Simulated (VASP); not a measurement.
# SiAs4 (Im-3m) in VASP: notebook, part 2 of 2

VASP 6.6.1. Earlier steps stand in the parts before.

## Step 4: Relaxation of cell and atoms, PBE

File INCAR:

```
PREC = Accurate
ENCUT = 600
EDIFF = 1E-6
ISMEAR = 0
SIGMA = 0.1
LREAL = F
LASPH = T
NELM = 60
ALGO = Normal
ISIF = 3
LWAVE = F
LCHARG = F
GGA = PE
IBRION = 2
NSW = 100
EDIFFG = -0.01
```

File KPOINTS:

```
Automatic mesh
0
Gamma
  10 10 10
```

File POSCAR:

```
SiAs4
1.0
   -2.9810873400      2.9810873400      2.9810873400
    2.9810873400     -2.9810873400      2.9810873400
    2.9810873400      2.9810873400     -2.9810873400
Si As
1 4
Direct
    0.0000000000      0.0000000000      0.0000000000
    0.0000000000      0.0000000000      0.5000000000
    0.5000000000      0.0000000000      0.0000000000
    0.5000000000      0.5000000000      0.5000000000
    0.0000000000      0.5000000000      0.0000000000
```

Potentials or basis: VASP PAW PBE potentials, release 64 (Si, As).

On the command line:

```bash
$ cat potpaw_PBE.64/Si/POTCAR potpaw_PBE.64/As/POTCAR > POTCAR
$ mpirun -np 1 vasp_std > vasp.out
```

OUTCAR:

```text
PREC = Accurate
   ENCUT = 600
   EDIFF = 1E-6
   ISMEAR = 0
   LREAL = F
   LASPH = T
   NELM = 60
   ISIF = 3
   GGA = PE
   IBRION = 2
   NSW = 100
   EDIFFG = -0.01

 ion  position               nearest neighbor table
   1  0.000  0.000  0.000-   2 2.58   3 2.58   4 2.58   5 2.58   2 2.58   5 2.58   3 2.58   4 2.58

   2  0.000  0.000  0.500-   1 2.58   1 2.58
   3  0.500  0.000  0.000-   1 2.58   1 2.58
   4  0.500  0.500  0.500-   1 2.58   1 2.58
   5  0.000  0.500  0.000-   1 2.58   1 2.58

  LATTYP: Found a body centered cubic cell.
 ALAT       =     5.9621746800

  Lattice vectors:

 A1 = (  -2.9810873400,   2.9810873400,   2.9810873400)
 A2 = (   2.9810873400,  -2.9810873400,   2.9810873400)
 A3 = (   2.9810873400,   2.9810873400,  -2.9810873400)
[... 267 lines left out ...]
  free energy    TOTEN  =       -21.84295398 eV

  energy without entropy =      -21.82697140  energy(sigma->0) =      -21.83496269

 E-fermi :   5.1904     XC(G=0):  -9.8745

 val. band max:        5.1768906000   @ k =   0.4000   0.0000   0.0000
 cond. band min:       5.1954507415   @ k =   0.2000   0.1000   0.1000
 fundamental gap:      0.0185601415
 Fermi energy:         5.1904341025

 k-point     1 :       0.0000    0.0000    0.0000
  band No.  band energies     occupation
      1      -9.1246      2.00000
      2      -4.3176      2.00000
      3      -4.3176      2.00000
      4      -4.3176      2.00000
      5      -0.8260      2.00000
      6      -0.8260      2.00000
[... 433 lines left out ...]
      3      -5.2831      2.00000
      4      -4.1354      2.00000
      5      -2.3261      2.00000
      6      -0.1088      2.00000
[... 8 lines left out ...]
     15       7.5731      0.00000
     16       8.3520      0.00000

 [... further k-points ...]

------------------------ aborting loop because EDIFF is reached ----------------------------------------

  FORCE on cell =-STRESS in cart. coord.  units (eV):
  Direction    XX          YY          ZZ          XY          YZ          ZX
  --------------------------------------------------------------------------------------
  -------------------------------------------------------------------------------------
  Total       -0.0002222     -0.0002222     -0.0002222      0.0000000      0.0000000     -0.0000000
  in kB       -0.0033237     -0.0033237     -0.0033237      0.0000000      0.0000000     -0.0000000
  external PRESSURE =      -0.0033237 kB  Pullay stress =       0.0000000 kB
[... 20 lines left out ...]
  FREE ENERGIE OF THE ION-ELECTRON SYSTEM (eV)
  ---------------------------------------------------
  free  energy   TOTEN  =       -21.8429539846 eV

  energy  without entropy=      -21.8269713993  energy(sigma->0) =      -21.83496269

 reached required accuracy - stopping structural energy minimisation
```

OSZICAR:

```text
N       E                     dE             d eps       ncg     rms          rms(c)
DAV:   1     0.965472022290E+02    0.96547E+02   -0.10547E+04  1504   0.139E+03
DAV:   2    -0.154736006290E+02   -0.11202E+03   -0.11028E+03  2064   0.186E+02
DAV:   3    -0.218339438057E+02   -0.63603E+01   -0.62370E+01  1976   0.464E+01
[... 18 lines left out ...]
       N       E                     dE             d eps       ncg     rms          rms(c)
DAV:   1    -0.218433178873E+02   -0.64009E-03   -0.11710E-02  1520   0.571E-01    0.958E-02
DAV:   2    -0.218430718033E+02    0.24608E-03   -0.42922E-04  1728   0.124E-01    0.513E-02
DAV:   3    -0.218429545123E+02    0.11729E-03   -0.31446E-04  1552   0.877E-02    0.101E-02
DAV:   4    -0.218429539846E+02    0.52772E-06   -0.71428E-06  1904   0.166E-02
   3 F= -.21842954E+02 E0= -.21834963E+02  d E =-.255417E-02
```

It took 4.7 min on 1 thread of Intel Xeon 8259CL, shared host; peak memory 0.32 GiB.

What came out:

```
Free energy                           : -21.8430 eV
Relaxed volume                        : 21.42 Å³/atom
Relaxed cell                          : a = 5.182 Å, b = 5.182 Å, c = 5.182 Å, α = 109.47°, β = 109.47°, γ = 109.47°
Space group after relaxing (to 0.1 Å) : Im-3m (No. 229)
Energy gained by relaxing             : 0.5 meV/atom
Ionic steps                           : 3
Pressure after relaxing               : 0.0 GPa
Band gap on the k mesh                : zero (bands 12 and 13 overlap by 2.49 eV)
```

The path:
| step | energy change (eV) | largest force (eV/Å) | pressure (GPa) | volume (Å³) |
| --- | --- | --- | --- | --- |
| 1 | 0.0000 | 0.0000 | 0.74 | 105.97 |
| 2 | -0.0023 | 0.0000 | -0.23 | 107.47 |
| 3 | -0.0026 | 0.0000 | 0.00 | 107.10 |

Final structure:
```yaml
crystal:
  lattice:
    - [-2.99161, 2.99161, 2.99161]
    - [2.99161, -2.99161, 2.99161]
    - [2.99161, 2.99161, -2.99161]
  atoms:
    - { symbol: Si, position: [0.00000, 0.00000, 0.00000] }
    - { symbol: As, position: [0.00000, 0.00000, 0.50000] }
    - { symbol: As, position: [0.50000, 0.00000, 0.00000] }
    - { symbol: As, position: [0.50000, 0.50000, 0.50000] }
    - { symbol: As, position: [0.00000, 0.50000, 0.00000] }
```

Levels at points of the mesh, in eV from the Fermi level:
```csv
k point,band 9,band 10,band 11,band 12,band 13,band 14,band 15,band 16
"(0.00, 0.00, 0.00)",-3.48,-3.48,-3.48,1.77,1.77,1.77,2.35,2.35
"(0.50, 0.00, 0.00)",-1.95,-1.77,-1.46,-1.18,0.09,0.50,1.31,1.40
"(0.50, 0.50, 0.50)",-2.59,-2.59,1.09,1.09,1.09,2.98,2.98,2.98
```

Caveat: the highest band is partly filled, so the run has too few bands.

## Step 5: Overview

| task | cell | k mesh | cutoff (eV) | gap on the mesh (eV) | pressure (GPa) |
| --- | --- | --- | --- | --- | --- |
| single point | a = 5.163 Å, angles 109.5°, 5 atoms | 4 × 4 × 4 | 520 | none | 0.6 |
| single point | a = 5.179 Å, angles 109.5°, 5 atoms | 10 × 10 × 10 | 520 | none | 0.1 |
| relaxation of cell and atoms | relaxed from a = 5.163 Å, angles 109.5°, 5 atoms | 10 × 10 × 10 | 600 | none | 0.0 |

Alike in all rows: level PBE; potentials or basis VASP PAW PBE potentials, release 64 (Si, As); no spin polarisation; smearing gaussian 0.1 eV.

Caveats: some runs use coarse meshes; the highest band is partly filled, so the run has too few bands (at least some runs).

Absolute energies hang on the potentials; compare differences alone.

The gap in the log of VASP goes by the Fermi energy; the results here count the filled bands.